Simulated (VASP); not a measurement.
# BaC2 (I4/mmm) in VASP: notebook

BaC2 is run at these levels: LDA; tasks: single point.

Program: VASP 6.6.1. These are calculated values, not measurements. Logs are shortened: lines on timing, memory, paths and dates and some standing lists are left out, and cuts for length are marked.

## (1) The cell of the first run

The structure is tetragonal, space group I4/mmm (No. 139). The conventional cell has a = 4.627 Å, b = 4.627 Å, c = 7.269 Å, α = 90.00°, β = 90.00°, γ = 90.00°. Ba (site symmetry 4/mmm) has 10 C at 3.00 to 3.33 Å within 4.0 Å. C (site symmetry 4mm) has 1 C at 1.26 Å within 1.7 Å.

## (2) Single point, LDA (strain +0.050 along x and y, +0.000 along z)

The input, INCAR:

```
PREC     = Accurate       # precision mode
ENCUT    = 520            # plane-wave cutoff, eV
EDIFF    = 1E-6           # SCF threshold, eV
ISMEAR   = 0              # smearing method
SIGMA    = 0.05           # smearing width, eV
LREAL    = F              # projectors in reciprocal space
LASPH    = T              # aspherical terms in the spheres
NELM     = 100            # most SCF steps
ALGO     = Normal         # electronic algorithm
ISIF     = 2              # what is computed and relaxed
LWAVE    = F              # write WAVECAR
LCHARG   = F              # write CHGCAR
NBANDS   = 16             # bands
```

The input, KPOINTS:

```
Automatic mesh
0
Gamma
  10 10 10
```

The input, POSCAR:

```
BaC2
1.0
   -2.3136970500      2.3136970500      3.6344930000
    2.3136970500     -2.3136970500      3.6344930000
    2.3136970500      2.3136970500     -3.6344930000
Ba C
1 2
Direct
    0.0000000000      0.0000000000      0.0000000000
    0.5870080000      0.5870080000      0.0000000000
    0.4129920000      0.4129920000      0.0000000000
```

Potentials or basis: VASP PAW LDA potentials, release 64 (Ba_sv, C).

Launch:

```
cat potpaw_LDA.64/Ba_sv/POTCAR potpaw_LDA.64/C/POTCAR > POTCAR
mpirun -np 1 vasp_std > vasp.out
```

OUTCAR:

```text
PREC = Accurate
   ENCUT = 520
   EDIFF = 1E-6
   ISMEAR = 0
   LREAL = F
   LASPH = T
   NELM = 100
   ISIF = 2

 ion  position               nearest neighbor table
   1  0.000  0.000  0.000-   2 3.00   3 3.00   2 3.33   3 3.33   2 3.33   2 3.33   2 3.33   3 3.33
                             3 3.33   3 3.33
   2  0.587  0.587  0.000-   3 1.26   1 3.00   1 3.33   1 3.33   1 3.33   1 3.33
   3  0.413  0.413  0.000-   2 1.26   1 3.00   1 3.33   1 3.33   1 3.33   1 3.33

  LATTYP: Found a body centered tetragonal cell.
 ALAT       =     4.6273941000
 C/A-ratio  =     1.5708595038

  Lattice vectors:

 A1 = (  -2.3136970500,   2.3136970500,   3.6344930000)
 A2 = (   2.3136970500,  -2.3136970500,   3.6344930000)
 A3 = (   2.3136970500,   2.3136970500,  -3.6344930000)

Analysis of symmetry for initial positions (statically):
=====================================================================
 Subroutine PRICEL returns:
 Original cell was already a primitive cell.

 Routine SETGRP: Setting up the symmetry group for a
 body centered tetragonal supercell.

 Subroutine GETGRP returns: Found 16 space group operations
 (whereof 16 operations were pure point group operations)
 out of a pool of 16 trial point group operations.

The static configuration has the point symmetry D_4h.

Analysis of symmetry for dynamics (positions and initial velocities):
=====================================================================
 Subroutine PRICEL returns:
 Original cell was already a primitive cell.

 Routine SETGRP: Setting up the symmetry group for a
 body centered tetragonal supercell.

 Subroutine GETGRP returns: Found 16 space group operations
 (whereof 16 operations were pure point group operations)
 out of a pool of 16 trial point group operations.

The dynamic configuration has the point symmetry D_4h.

 Subroutine INISYM returns: Found 16 space group operations
 (whereof 16 operations are pure point group operations),
 and found     1 'primitive' translations

----------------------------------------------------------------------------------------

                                     Primitive cell

  volume of cell :      77.8246

  direct lattice vectors                    reciprocal lattice vectors
    -2.313697050  2.313697050  3.634493000     0.000000000  0.216104351  0.137570770
     2.313697050 -2.313697050  3.634493000     0.216104351  0.000000000  0.137570770
     2.313697050  2.313697050 -3.634493000     0.216104351  0.216104351  0.000000000

  length of vectors
     4.890391339  4.890391339  4.890391339     0.256177297  0.256177297  0.305617704

  position of ions in fractional coordinates (direct lattice)
     0.000000000  0.000000000  0.000000000
     0.587008000  0.587008000  0.000000000
     0.412992000  0.412992000  0.000000000

  ion indices of the primitive-cell ions
   primitive index   ion index
                 1           1
                 2           2
                 3           3

----------------------------------------------------------------------------------------

 KPOINTS: Automatic mesh

Automatic generation of k-mesh.
 Grid dimensions read from file:
 generate k-points for:   10   10   10

 Generating k-lattice:

  Cartesian coordinates                     Fractional coordinates (reciprocal lattice)
     0.000000000  0.021610435  0.013757077     0.100000000 -0.000000000  0.000000000
     0.021610435  0.000000000  0.013757077    -0.000000000  0.100000000  0.000000000
     0.021610435  0.021610435  0.000000000     0.000000000  0.000000000  0.100000000

  Length of vectors
     0.025617730  0.025617730  0.030561770

  Shift w.r.t. Gamma in fractional coordinates (k-lattice)
     0.000000000  0.000000000  0.000000000

 Subroutine IBZKPT returns following result:
 ===========================================

 Found    102 irreducible k-points:

 Following reciprocal coordinates:
            Coordinates               Weight
  0.000000  0.000000  0.000000      1.000000
  0.100000  0.000000 -0.000000      8.000000
  0.200000  0.000000 -0.000000      8.000000
  0.300000  0.000000 -0.000000      8.000000
  0.400000 -0.000000  0.000000      8.000000
  0.500000  0.000000 -0.000000      4.000000
[... 16 lines left out ...]
  0.300000  0.300000  0.000000      8.000000
  0.400000  0.300000  0.000000     16.000000
 [... further k-points ...]
   k-points           NKPTS =    102   k-points in BZ     NKDIM =    102   number of bands    NBANDS=     16
   number of dos      NEDOS =    301   number of ions     NIONS =      3
   total plane-waves  NPLWV =  46656
   dimension x,y,z NGX =    36 NGY =   36 NGZ =   36
   dimension x,y,z NGXF=    72 NGYF=   72 NGZF=   72
   ions per type =               1   2
   NGX,Y,Z   is equivalent  to a cutoff of  12.24, 12.24, 12.24 a.u.
   NGXF,Y,Z  is equivalent  to a cutoff of  24.48, 24.48, 24.48 a.u.
 SYSTEM =  unknown system
   PREC   = accura    normal or accurate (medium, high low for compatibility)
   ISTART =      0    job   : 0-new  1-cont  2-samecut
   ICHARG =      2    charge: 1-file 2-atom 10-const
   ISPIN  =      1    spin polarized calculation?
   LNONCOLLINEAR =      F non collinear calculations
   LSORBIT =      F    spin-orbit coupling
   LASPH  =      T    aspherical Exc in radial PAW
   ENCUT  =  520.0 eV  38.22 Ry    6.18 a.u.   9.09  9.09  9.09*2*pi/ulx,y,z
   NELM   =    100;   NELMIN=  2; NELMDL= -5     # of ELM steps
   EDIFF  = 0.1E-05   stopping-criterion for ELM
   LREAL  =      F    real-space projection
   EDIFFG = 0.1E-04   stopping-criterion for IOM
   NSW    =      0    number of steps for IOM
   IBRION =     -1    ionic relax: 0-MD 1-quasi-New 2-CG
   NFREE  =      0    steps in history (QN), initial steepest desc. (CG)
   ISIF   =      2    stress and relaxation
   ISYM   =      2    0-nonsym 1-usesym 2-fastsym
   POTIM  = 0.5000    time-step for ionic-motion
   TEBEG  =    0.0;   TEEND  =   0.0 temperature during run
   PSTRESS=    0.0 pullay stress
   NELECT =      18.0000    total number of electrons
   NUPDOWN=      -1.0000    fix difference up-down
   EMIN   =  10.00;   EMAX   =-10.00  energy-range for DOS
   EFERMI =   0.00;   METHOD = LEGACY
   ISMEAR =     0;   SIGMA  =   0.05  broadening in eV -4-tet -1-fermi 0-gaus
   EFERMI_NEDOS =   21; number of points for ismear=-14 and -15
   IALGO  =     38    algorithm
   IMIX   =      4    mixing-type and parameters
     AMIX     =   0.40;   BMIX     =  1.00
     AMIX_MAG =   1.60;   BMIX_MAG =  1.00
  volume/ion in A,a.u.               =      25.94       175.06
  Fermi-wavevector in a.u.,A,eV,Ry     =   1.004909  1.899003 13.739735  1.009842
  Thomas-Fermi vector in A             =   2.137555
   LORBIT       =      0    0 simple, 1 ext, 2 COOP (PROOUT), +10 PAW based schemes
   GGA     = CA    functional components
   LHFCALC =     F    Hartree Fock is set to
   AEXX    =    0.0000 exact exchange contribution
   IVDW    =     0    specifies the selected vdW correction
   LEPSILON=     F    determine dielectric tensor
   LRPA    =     F    only Hartree local field effects (RPA)
 non-spin polarized calculation
 Gauss-broadening in eV      SIGMA  =   0.05
  energy-cutoff  :      520.00
  volume of cell :       77.82
 maximum number of plane-waves:      2120
   NGX = 19   NGY = 19   NGZ = 19

 number of electron      18.0000001 magnetization

 Free energy of the ion-electron system (eV)
  ---------------------------------------------------
  ext. energy  EPLUGINS =         0.00000000
  ---------------------------------------------------
  free energy    TOTEN  =       -21.53086835 eV

  energy without entropy =      -21.53086835  energy(sigma->0) =      -21.53086835

 E-fermi :  -0.0644     XC(G=0):  -8.4596

 val. band max:       -0.2908193228   @ k =   0.5000   0.0000  -0.0000
 cond. band min:       1.3719697384   @ k =   0.5000   0.5000  -0.0000
 fundamental gap:      1.6627890611
 Fermi energy:        -0.0644443876

 k-point     1 :       0.0000    0.0000    0.0000
  band No.  band energies     occupation
      1     -26.5499      2.00000
      2     -12.0485      2.00000
      3     -11.6700      2.00000
      4     -11.6700      2.00000
      5     -11.5659      2.00000
      6      -2.5843      2.00000
[... 8 lines left out ...]
     15       7.5010      0.00000
     16       8.1093      0.00000

 k-point     2 :       0.1000    0.0000   -0.0000
  band No.  band energies     occupation
      1     -26.5480      2.00000
      2     -12.1649      2.00000
      3     -11.6702      2.00000
      4     -11.6027      2.00000
      5     -11.5293      2.00000
      6      -2.7515      2.00000
[... 8 lines left out ...]
     15       7.4495      0.00000
     16       8.3588      0.00000

 k-point     3 :       0.2000    0.0000   -0.0000
  band No.  band energies     occupation
      1     -26.5431      2.00000
      2     -12.3589      2.00000
      3     -11.6706      2.00000
      4     -11.6016      2.00000
      5     -11.3686      2.00000
      6      -3.0305      2.00000
[... 8 lines left out ...]
     15       7.2234      0.00000
     16       7.9811      0.00000

 k-point     4 :       0.3000    0.0000   -0.0000
  band No.  band energies     occupation
      1     -26.5371      2.00000
      2     -12.5294      2.00000
      3     -11.6711      2.00000
      4     -11.6166      2.00000
      5     -11.2228      2.00000
      6      -3.2711      2.00000
[... 8 lines left out ...]
     15       6.6830      0.00000
     16       7.3715      0.00000

 k-point     5 :       0.4000   -0.0000    0.0000
  band No.  band energies     occupation
      1     -26.5323      2.00000
      2     -12.6427      2.00000
      3     -11.6714      2.00000
      4     -11.6296      2.00000
      5     -11.1283      2.00000
      6      -3.4295      2.00000
[... 8 lines left out ...]
     15       6.6322      0.00000
     16       6.9772      0.00000

 k-point     6 :       0.5000    0.0000   -0.0000
  band No.  band energies     occupation
      1     -26.5304      2.00000
      2     -12.6823      2.00000
      3     -11.6716      2.00000
      4     -11.6346      2.00000
      5     -11.0959      2.00000
      6      -3.4847      2.00000
[... 8 lines left out ...]
     15       7.1488      0.00000
     16       7.1564      0.00000
[... 267 lines left out ...]
 k-point    21 :      -0.3000    0.2000    0.0000
  band No.  band energies     occupation
      1     -26.5349      2.00000
      2     -12.4464      2.00000
      3     -11.7360      2.00000
      4     -11.6199      2.00000
      5     -11.3086      2.00000
      6      -2.8297      2.00000
[... 8 lines left out ...]
     15       6.9031      0.00000
     16       7.6151      0.00000

 k-point    22 :      -0.2000    0.2000    0.0000
  band No.  band energies     occupation
      1     -26.5398      2.00000
      2     -12.3828      2.00000
      3     -11.7237      2.00000
      4     -11.6009      2.00000
      5     -11.3378      2.00000
      6      -2.6841      2.00000
[... 8 lines left out ...]
     15       7.3040      0.00000
     16       7.5433      0.00000

 k-point    23 :       0.3000    0.3000    0.0000
  band No.  band energies     occupation
      1     -26.5266      2.00000
      2     -12.4559      2.00000
      3     -11.8409      2.00000
      4     -11.6599      2.00000
      5     -11.2976      2.00000
      6      -3.3467      2.00000
[... 8 lines left out ...]
     15       7.0912      0.00000
     16       7.4897      0.00000

 k-point    24 :       0.4000    0.3000    0.0000
  band No.  band energies     occupation
      1     -26.5243      2.00000
      2     -12.4101      2.00000
      3     -11.8539      2.00000
      4     -11.6772      2.00000
      5     -11.3731      2.00000
      6      -3.2072      2.00000
[... 8 lines left out ...]
     15       7.1359      0.00000
     16       7.5382      0.00000

 [... further k-points ...]

------------------------ aborting loop because EDIFF is reached ----------------------------------------

  FORCE on cell =-STRESS in cart. coord.  units (eV):
  Direction    XX          YY          ZZ          XY          YZ          ZX
  --------------------------------------------------------------------------------------
  -------------------------------------------------------------------------------------
  Total       -2.8615995     -2.8615995     -2.4354794      0.0000000     -0.0000000      0.0000000
  in kB      -58.9118451    -58.9118451    -50.1392954      0.0000000     -0.0000000      0.0000000
  external PRESSURE =     -55.9876619 kB  Pullay stress =       0.0000000 kB

 VOLUME and BASIS-vectors are now :
 -----------------------------------------------------------------------------
  energy-cutoff  :      520.00
  volume of cell :       77.82
      direct lattice vectors                 reciprocal lattice vectors
    -2.313697050  2.313697050  3.634493000     0.000000000  0.216104351  0.137570770
     2.313697050 -2.313697050  3.634493000     0.216104351  0.000000000  0.137570770
     2.313697050  2.313697050 -3.634493000     0.216104351  0.216104351  0.000000000

 POSITION                                       TOTAL-FORCE (eV/Angst)
 -----------------------------------------------------------------------------------
      0.00000      0.00000      0.00000         0.000000      0.000000     -0.000000
      0.00000      0.00000      4.26695        -0.000000     -0.000000     -0.341717
      0.00000      0.00000      3.00203        -0.000000     -0.000000      0.341717
 -----------------------------------------------------------------------------------
    total drift:                                0.000000      0.000000      0.000000

  FREE ENERGIE OF THE ION-ELECTRON SYSTEM (eV)
  ---------------------------------------------------
  free  energy   TOTEN  =       -21.5308683541 eV

  energy  without entropy=      -21.5308683541  energy(sigma->0) =      -21.53086835
```

It took 88 s on 1 thread of AMD EPYC 7R13 (Zen 3), shared host; peak memory 0.23 GiB.

What came out:

```yaml
Free_energy: -21.5309 eV
Pressure: -5.6 GPa
Largest_force: 0.342 eV/Å
Band_gap_on_the_k_mesh: 1.66 eV (least direct gap 2.39 eV)
```

Forces on the atoms (eV/Å):
```
Ba   0.000  0.000  0.000
C    0.000  0.000 -0.342
C    0.000  0.000  0.342
```

Caveat: the cell differs from its parent crystal (strain +0.050 along x and y, +0.000 along z); the cell stands under tension; spin-orbit coupling is left out, which moves the levels of the heavy elements. A k mesh can miss the band edges.

## (3) Single point, LDA (strain +0.000 along x and y, +0.050 along z)

The input, INCAR:

```
PREC = Accurate
ENCUT = 520
EDIFF = 1E-6
ISMEAR = 0
SIGMA = 0.05
LREAL = False
LASPH = True
NELM = 100
ALGO = Normal
ISIF = 2
LWAVE = False
LCHARG = False
NBANDS = 16
```

KPOINTS is that of step 2.

The input, POSCAR:

```
BaC2
1.0
   -2.2035210000      2.2035210000      3.8162176500
    2.2035210000     -2.2035210000      3.8162176500
    2.2035210000      2.2035210000     -3.8162176500
Ba C
1 2
Direct
    0.0000000000      0.0000000000      0.0000000000
    0.5870080000      0.5870080000      0.0000000000
    0.4129920000      0.4129920000      0.0000000000
```

Potentials or basis: VASP PAW LDA potentials, release 64 (Ba_sv, C).

Launch:

```
cat potpaw_LDA.64/Ba_sv/POTCAR potpaw_LDA.64/C/POTCAR > POTCAR
mpirun -np 1 vasp_std > vasp.out
```

Run time: 1.9 min. Hardware: 1 thread of AMD EPYC 7R13 (Zen 3), shared host; peak memory 0.24 GiB.

Results (log left out):

```
Free energy            : -21.4724 eV
Pressure               : -8.5 GPa
Largest force          : 4.132 eV/Å
Band gap on the k mesh : 1.48 eV (least direct gap 2.02 eV)
```

Forces on the atoms (eV/Å):
```
Ba   0.000  0.000  0.000
C    0.000  0.000 -4.132
C    0.000  0.000  4.132
```

Stress tensor (GPa, compression positive):
```
 -3.36   0.00   0.00
  0.00  -3.36   0.00
  0.00   0.00 -18.73
```

Levels at points of the mesh, in eV from the valence-band top:
| k point | band 6 | band 7 | band 8 | band 9 | band 10 | band 11 | band 12 | band 13 |
| --- | --- | --- | --- | --- | --- | --- | --- | --- |
| (0.00, 0.00, 0.00) | -2.63 | -1.58 | -0.61 | -0.61 | 3.16 | 3.16 | 3.52 | 4.70 |
| (0.50, 0.00, 0.00) | -3.40 | -1.83 | -1.43 | -0.06 | 4.40 | 5.17 | 5.30 | 5.83 |
| (0.50, 0.50, 0.00) | -2.79 | -1.03 | -0.69 | -0.54 | 1.48 | 4.76 | 6.25 | 7.71 |
| (0.50, 0.50, 0.50) | -3.14 | -0.77 | -0.77 | -0.03 | 2.67 | 5.56 | 5.71 | 5.71 |

Caveat: the cell differs from its parent crystal (strain +0.000 along x and y, +0.050 along z); the cell stands under tension; spin-orbit coupling is left out, which moves the levels of the heavy elements; forces of over 1 eV/Å act on the atoms, so gaps and moduli don't describe the material at rest.

(Continued in part 2 of 2.)
